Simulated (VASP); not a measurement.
# GaN (F-43m) in VASP: notebook

The runs below take GaN through single point, with PBEsol.

Program: VASP 6.6.1. These are calculated values, not measurements. Logs are shortened: lines on timing, memory, paths and dates and some standing lists are left out, and cuts for length are marked.

## 1. The cell of the first run

The structure is cubic, space group F-43m (No. 216). Conventional cell: a = 4.537 Å, b = 4.537 Å, c = 4.537 Å, α = 90.00°, β = 90.00°, γ = 90.00°. Within 2.6 Å of Ga (site symmetry -43m) lie 4 N at 1.96 Å. Within 2.6 Å of N (site symmetry -43m) lie 4 Ga at 1.96 Å.

## 2. Single point, PBEsol

The input, INCAR:

```
PREC     = Accurate       # precision mode
ENCUT    = 520            # plane-wave cutoff, eV
EDIFF    = 1E-6           # SCF threshold, eV
ISMEAR   = 0              # smearing method
SIGMA    = 0.01           # smearing width, eV
LREAL    = False          # projectors in reciprocal space
LASPH    = True           # aspherical terms in the spheres
NELM     = 100            # most SCF steps
ALGO     = Normal         # electronic algorithm
ISIF     = 2              # what is computed and relaxed
LWAVE    = False          # write WAVECAR
LCHARG   = False          # write CHGCAR
GGA      = PS             # functional
NBANDS   = 16             # bands
```

The input, KPOINTS:

```
Automatic mesh
0
Gamma
  7 7 7
```

The input, POSCAR:

```
GaN
1.0
    0.0000000000      2.2684252826      2.2684252826
    2.2684252826      0.0000000000      2.2684252826
    2.2684252826      2.2684252826      0.0000000000
Ga N
1 1
Direct
    0.0000000000      0.0000000000      0.0000000000
    0.7500000000      0.7500000000      0.7500000000
```

Potentials or basis: VASP PAW PBE potentials, release 64 (Ga_d, N).

Command:

```bash
> cat potpaw_PBE.64/Ga_d/POTCAR potpaw_PBE.64/N/POTCAR > POTCAR
> mpirun -np 1 vasp_std > vasp.out
```

OUTCAR:

```text
PREC = Accurate
   ENCUT = 520
   EDIFF = 1E-6
   ISMEAR = 0
   LREAL = False
   LASPH = True
   NELM = 100
   ISIF = 2
   GGA = PS

 ion  position               nearest neighbor table
   1  0.000  0.000  0.000-   2 1.96   2 1.96   2 1.96   2 1.96
   2  0.750  0.750  0.750-   1 1.96   1 1.96   1 1.96   1 1.96

  LATTYP: Found a face centered cubic cell.
 ALAT       =     4.5368505652

  Lattice vectors:

 A1 = (   0.0000000000,   2.2684252826,   2.2684252826)
 A2 = (   2.2684252826,   0.0000000000,   2.2684252826)
 A3 = (   2.2684252826,   2.2684252826,   0.0000000000)

Analysis of symmetry for initial positions (statically):
=====================================================================
 Subroutine PRICEL returns:
 Original cell was already a primitive cell.

 Routine SETGRP: Setting up the symmetry group for a
 face centered cubic supercell.

 Subroutine GETGRP returns: Found 24 space group operations
 (whereof 24 operations were pure point group operations)
 out of a pool of 48 trial point group operations.

The static configuration has the point symmetry T_d .

Analysis of symmetry for dynamics (positions and initial velocities):
=====================================================================
 Subroutine PRICEL returns:
 Original cell was already a primitive cell.

 Routine SETGRP: Setting up the symmetry group for a
 face centered cubic supercell.

 Subroutine GETGRP returns: Found 24 space group operations
 (whereof 24 operations were pure point group operations)
 out of a pool of 48 trial point group operations.

The dynamic configuration has the point symmetry T_d .

 Subroutine INISYM returns: Found 24 space group operations
 (whereof 24 operations are pure point group operations),
 and found     1 'primitive' translations

----------------------------------------------------------------------------------------

                                     Primitive cell

  volume of cell :      23.3455

  direct lattice vectors                    reciprocal lattice vectors
     0.000000000  2.268425283  2.268425283    -0.220417222  0.220417222  0.220417222
     2.268425283  0.000000000  2.268425283     0.220417222 -0.220417222  0.220417222
     2.268425283  2.268425283  0.000000000     0.220417222  0.220417222 -0.220417222

  length of vectors
     3.208037800  3.208037800  3.208037800     0.381773828  0.381773828  0.381773828

  position of ions in fractional coordinates (direct lattice)
     0.000000000  0.000000000  0.000000000
[... 72 lines left out ...]
   NELM   =    100;   NELMIN=  2; NELMDL= -5     # of ELM steps
   EDIFF  = 0.1E-05   stopping-criterion for ELM
   LREAL  =      F    real-space projection
   EDIFFG = 0.1E-04   stopping-criterion for IOM
   NSW    =      0    number of steps for IOM
   IBRION =     -1    ionic relax: 0-MD 1-quasi-New 2-CG
   NFREE  =      0    steps in history (QN), initial steepest desc. (CG)
   ISIF   =      2    stress and relaxation
   ISYM   =      2    0-nonsym 1-usesym 2-fastsym
   POTIM  = 0.5000    time-step for ionic-motion
   TEBEG  =    0.0;   TEEND  =   0.0 temperature during run
   PSTRESS=    0.0 pullay stress
   NELECT =      18.0000    total number of electrons
   NUPDOWN=      -1.0000    fix difference up-down
   EMIN   =  10.00;   EMAX   =-10.00  energy-range for DOS
   EFERMI =   0.00;   METHOD = LEGACY
   ISMEAR =     0;   SIGMA  =   0.01  broadening in eV -4-tet -1-fermi 0-gaus
   EFERMI_NEDOS =   21; number of points for ismear=-14 and -15
   IALGO  =     38    algorithm
   IMIX   =      4    mixing-type and parameters
     AMIX     =   0.40;   BMIX     =  1.00
     AMIX_MAG =   1.60;   BMIX_MAG =  1.00
  volume/ion in A,a.u.               =      11.67        78.77
  Fermi-wavevector in a.u.,A,eV,Ry     =   1.501175  2.836809 30.661069  2.253525
  Thomas-Fermi vector in A             =   2.612579
   LORBIT       =      0    0 simple, 1 ext, 2 COOP (PROOUT), +10 PAW based schemes
   GGA     = PS    functional components
   LHFCALC =     F    Hartree Fock is set to
   AEXX    =    0.0000 exact exchange contribution
   IVDW    =     0    specifies the selected vdW correction
   LEPSILON=     F    determine dielectric tensor
   LRPA    =     F    only Hartree local field effects (RPA)
 non-spin polarized calculation
 Gauss-broadening in eV      SIGMA  =   0.01
  energy-cutoff  :      520.00
  volume of cell :       23.35
 maximum number of plane-waves:       637
   NGX = 11   NGY = 11   NGZ = 11

 number of electron      17.9999989 magnetization

 Free energy of the ion-electron system (eV)
  ---------------------------------------------------
  ext. energy  EPLUGINS =         0.00000000
  ---------------------------------------------------
  free energy    TOTEN  =       -13.11188338 eV

  energy without entropy =      -13.11188338  energy(sigma->0) =      -13.11188338

 E-fermi :   5.0466     XC(G=0): -11.7957

 val. band max:        4.9374609913   @ k =   0.0000   0.0000   0.0000
 cond. band min:       6.4931335100   @ k =   0.0000   0.0000   0.0000
 fundamental gap:      1.5556725187
 Fermi energy:         5.0465952479

 k-point     1 :       0.0000    0.0000    0.0000
  band No.  band energies     occupation
      1     -10.8259      2.00000
      2      -8.4506      2.00000
      3      -8.4506      2.00000
      4      -8.4506      2.00000
      5      -8.1455      2.00000
      6      -8.1455      2.00000
[... 357 lines left out ...]
      3      -8.2656      2.00000
      4      -8.1565      2.00000
      5      -8.1272      2.00000
      6      -6.2573      2.00000
[... 8 lines left out ...]
     15      23.9109      0.00000
     16      27.8701      0.00000

------------------------ aborting loop because EDIFF is reached ----------------------------------------

  FORCE on cell =-STRESS in cart. coord.  units (eV):
  Direction    XX          YY          ZZ          XY          YZ          ZX
  --------------------------------------------------------------------------------------
  -------------------------------------------------------------------------------------
  Total       -0.6963020     -0.6963020     -0.6963020      0.0000000     -0.0000000      0.0000000
  in kB      -47.7864519    -47.7864519    -47.7864519      0.0000000     -0.0000000      0.0000000
  external PRESSURE =     -47.7864519 kB  Pullay stress =       0.0000000 kB

 VOLUME and BASIS-vectors are now :
 -----------------------------------------------------------------------------
  energy-cutoff  :      520.00
  volume of cell :       23.35
      direct lattice vectors                 reciprocal lattice vectors
     0.000000000  2.268425283  2.268425283    -0.220417222  0.220417222  0.220417222
     2.268425283  0.000000000  2.268425283     0.220417222 -0.220417222  0.220417222
     2.268425283  2.268425283  0.000000000     0.220417222  0.220417222 -0.220417222

 POSITION                                       TOTAL-FORCE (eV/Angst)
 -----------------------------------------------------------------------------------
      0.00000      0.00000      0.00000        -0.000000     -0.000000     -0.000000
      3.40264      3.40264      3.40264         0.000000      0.000000      0.000000
 -----------------------------------------------------------------------------------
    total drift:                               -0.000001     -0.000001     -0.000001

  FREE ENERGIE OF THE ION-ELECTRON SYSTEM (eV)
  ---------------------------------------------------
  free  energy   TOTEN  =       -13.1118833767 eV

  energy  without entropy=      -13.1118833767  energy(sigma->0) =      -13.11188338
```

OSZICAR:

```text
N       E                     dE             d eps       ncg     rms          rms(c)
DAV:   1     0.781079802855E+02    0.78108E+02   -0.91520E+03   712   0.201E+03
DAV:   2    -0.952660476695E+01   -0.87635E+02   -0.82492E+02   728   0.313E+02
DAV:   3    -0.148284187732E+02   -0.53018E+01   -0.52803E+01   784   0.676E+01
DAV:   4    -0.148856218915E+02   -0.57203E-01   -0.57199E-01   752   0.737E+00
DAV:   5    -0.148864872035E+02   -0.86531E-03   -0.86531E-03   816   0.845E-01    0.712E+00
DAV:   6    -0.131441629314E+02    0.17423E+01   -0.42696E+00   968   0.386E+01    0.265E+00
DAV:   7    -0.131315462834E+02    0.12617E-01   -0.25971E-01   672   0.576E+00    0.170E+00
DAV:   8    -0.131154805721E+02    0.16066E-01   -0.57901E-02   792   0.256E+00    0.750E-01
DAV:   9    -0.131117336408E+02    0.37469E-02   -0.11414E-02   976   0.215E+00    0.199E-01
DAV:  10    -0.131119310064E+02   -0.19737E-03   -0.11296E-03   712   0.416E-01    0.114E-01
DAV:  11    -0.131118816324E+02    0.49374E-04   -0.14108E-04   960   0.204E-01    0.110E-02
DAV:  12    -0.131118833607E+02   -0.17284E-05   -0.14230E-05   720   0.391E-02    0.207E-03
DAV:  13    -0.131118833767E+02   -0.15989E-07   -0.32229E-07   472   0.109E-02
   1 F= -.13111883E+02 E0= -.13111883E+02  d E =-.927516E-56
```

stdout:

```text
POSCAR found type information on POSCAR GaN
 POSCAR found :  2 types and       2 ions
 scaLAPACK will be used
 -----------------------------------------------------------------------------
|                                                                             |
|                                                                             |
|     You enforced a specific xc type in the INCAR file but a different       |
|     I HOPE YOU KNOW WHAT YOU ARE DOING!                                     |
|                                                                             |
 -----------------------------------------------------------------------------

 LDA part: xc-table for (Slater+PW92), standard interpolation
 POSCAR, INCAR and KPOINTS ok, starting setup
 FFT: planning ... GRIDC
 FFT: planning ... GRID_SOFT
 FFT: planning ... GRID
 WAVECAR not read
 entering main loop
```

It took 4.7 s on 1 thread of Intel Xeon 6975P-C, shared host; peak memory 0.14 GiB.

What came out:

```yaml
Free_energy: -13.1119 eV
Pressure: -4.8 GPa
Band_gap_on_the_k_mesh: 1.56 eV, direct
```

Caveat: the PAW data sets were made with another functional, which shifts forces and pressure a little.

## 3. Single point, PBEsol

This run uses another cell than the first one, of 11.90 Å³/atom, 1.020 times its volume.

The input, INCAR:

```
PREC = Accurate
ENCUT = 520
EDIFF = 1E-6
ISMEAR = 0
SIGMA = 0.01
LREAL = F
LASPH = T
NELM = 80
ALGO = Normal
ISIF = 2
LWAVE = F
LCHARG = F
GGA = PS
NBANDS = 16
```

The input, KPOINTS:

```
regular mesh
0
Gamma
  7 7 7
```

The input, POSCAR:

```
GaN
1.0
    0.0000000000      2.2831557297      2.2831557297
    2.2831557297      0.0000000000      2.2831557297
    2.2831557297      2.2831557297      0.0000000000
Ga N
1 1
Direct
    0.0000000000      0.0000000000      0.0000000000
    0.7500000000      0.7500000000      0.7500000000
```

Potentials or basis: VASP PAW PBE potentials, release 64 (Ga_d, N).

Command:

```bash
> cat potpaw_PBE.64/Ga_d/POTCAR potpaw_PBE.64/N/POTCAR > POTCAR
> mpirun -np 1 vasp_std > vasp.out
```

OUTCAR:

```text
PREC = Accurate
   ENCUT = 520
   EDIFF = 1E-6
   ISMEAR = 0
   LREAL = F
   LASPH = T
   NELM = 80
   ISIF = 2
   GGA = PS

 ion  position               nearest neighbor table
   1  0.000  0.000  0.000-   2 1.98   2 1.98   2 1.98   2 1.98
   2  0.750  0.750  0.750-   1 1.98   1 1.98   1 1.98   1 1.98

  LATTYP: Found a face centered cubic cell.
 ALAT       =     4.5663114594

  Lattice vectors:

 A1 = (   0.0000000000,   2.2831557297,   2.2831557297)
 A2 = (   2.2831557297,   0.0000000000,   2.2831557297)
 A3 = (   2.2831557297,   2.2831557297,   0.0000000000)

Analysis of symmetry for initial positions (statically):
=====================================================================
 Subroutine PRICEL returns:
 Original cell was already a primitive cell.

 Routine SETGRP: Setting up the symmetry group for a
 face centered cubic supercell.

 Subroutine GETGRP returns: Found 24 space group operations
 (whereof 24 operations were pure point group operations)
 out of a pool of 48 trial point group operations.

The static configuration has the point symmetry T_d .

Analysis of symmetry for dynamics (positions and initial velocities):
=====================================================================
 Subroutine PRICEL returns:
 Original cell was already a primitive cell.

 Routine SETGRP: Setting up the symmetry group for a
 face centered cubic supercell.

 Subroutine GETGRP returns: Found 24 space group operations
 (whereof 24 operations were pure point group operations)
 out of a pool of 48 trial point group operations.

The dynamic configuration has the point symmetry T_d .

 Subroutine INISYM returns: Found 24 space group operations
 (whereof 24 operations are pure point group operations),
 and found     1 'primitive' translations

----------------------------------------------------------------------------------------

                                     Primitive cell
[... 103 lines left out ...]
   IALGO  =     38    algorithm
   IMIX   =      4    mixing-type and parameters
     AMIX     =   0.40;   BMIX     =  1.00
     AMIX_MAG =   1.60;   BMIX_MAG =  1.00
  volume/ion in A,a.u.               =      11.90        80.32
  Fermi-wavevector in a.u.,A,eV,Ry     =   1.491489  2.818506 30.266707  2.224540
  Thomas-Fermi vector in A             =   2.604138
   LORBIT       =      0    0 simple, 1 ext, 2 COOP (PROOUT), +10 PAW based schemes
   GGA     = PS    functional components
   LHFCALC =     F    Hartree Fock is set to
   AEXX    =    0.0000 exact exchange contribution
   IVDW    =     0    specifies the selected vdW correction
   LEPSILON=     F    determine dielectric tensor
   LRPA    =     F    only Hartree local field effects (RPA)
 non-spin polarized calculation
 Gauss-broadening in eV      SIGMA  =   0.01
  energy-cutoff  :      520.00
  volume of cell :       23.80
 maximum number of plane-waves:       654
   NGX = 13   NGY = 13   NGZ = 13

 number of electron      17.9999983 magnetization

 Free energy of the ion-electron system (eV)
  ---------------------------------------------------
  ext. energy  EPLUGINS =         0.00000000
  ---------------------------------------------------
  free energy    TOTEN  =       -13.09394518 eV

  energy without entropy =      -13.09394518  energy(sigma->0) =      -13.09394518

 E-fermi :   4.8635     XC(G=0): -11.6926

 val. band max:        4.7325174757   @ k =   0.0000   0.0000   0.0000
 cond. band min:       6.1643238272   @ k =   0.0000   0.0000   0.0000
 fundamental gap:      1.4318063515
 Fermi energy:         4.8635412069

 k-point     1 :       0.0000    0.0000    0.0000
  band No.  band energies     occupation
      1     -10.8696      2.00000
      2      -8.6427      2.00000
      3      -8.6427      2.00000
      4      -8.6427      2.00000
      5      -8.3559      2.00000
      6      -8.3559      2.00000
[... 357 lines left out ...]
      3      -8.4681      2.00000
      4      -8.3659      2.00000
      5      -8.3381      2.00000
      6      -6.4775      2.00000
[... 8 lines left out ...]
     15      23.5269      0.00000
     16      27.3263      0.00000

------------------------ aborting loop because EDIFF is reached ----------------------------------------

  FORCE on cell =-STRESS in cart. coord.  units (eV):
  Direction    XX          YY          ZZ          XY          YZ          ZX
  --------------------------------------------------------------------------------------
  -------------------------------------------------------------------------------------
  Total       -1.1689375     -1.1689375     -1.1689375     -0.0000000      0.0000000     -0.0000000
  in kB      -78.6801673    -78.6801673    -78.6801673     -0.0000000      0.0000000     -0.0000000
  external PRESSURE =     -78.6801673 kB  Pullay stress =       0.0000000 kB

 VOLUME and BASIS-vectors are now :
 -----------------------------------------------------------------------------
  energy-cutoff  :      520.00
  volume of cell :       23.80
      direct lattice vectors                 reciprocal lattice vectors
     0.000000000  2.283155730  2.283155730    -0.218995136  0.218995136  0.218995136
     2.283155730  0.000000000  2.283155730     0.218995136 -0.218995136  0.218995136
     2.283155730  2.283155730  0.000000000     0.218995136  0.218995136 -0.218995136

 POSITION                                       TOTAL-FORCE (eV/Angst)
 -----------------------------------------------------------------------------------
      0.00000      0.00000      0.00000        -0.000000     -0.000000     -0.000000
      3.42473      3.42473      3.42473         0.000000      0.000000      0.000000
 -----------------------------------------------------------------------------------
    total drift:                               -0.000001     -0.000001     -0.000000

  FREE ENERGIE OF THE ION-ELECTRON SYSTEM (eV)
  ---------------------------------------------------
  free  energy   TOTEN  =       -13.0939451842 eV

  energy  without entropy=      -13.0939451842  energy(sigma->0) =      -13.09394518
```

It took 4 s on 1 thread of Intel Xeon 6975P-C, shared host; peak memory 0.14 GiB.

What came out:

* Free energy: -13.0939 eV
* Pressure: -7.9 GPa
* Band gap on the k mesh: 1.43 eV, direct

Levels at points of the mesh, in eV from the valence-band top:
```tsv
k point	band 6	band 7	band 8	band 9	band 10	band 11	band 12	band 13
(0.00, 0.00, 0.00)	-13.09	0.00	0.00	0.00	1.43	9.96	9.96	9.96
```

Caveat: the PAW data sets were made with another functional, which shifts forces and pressure a little. PBEsol gaps usually lie below the measured ones, often by a third to a half.

(Continued in part 2 of 2.)
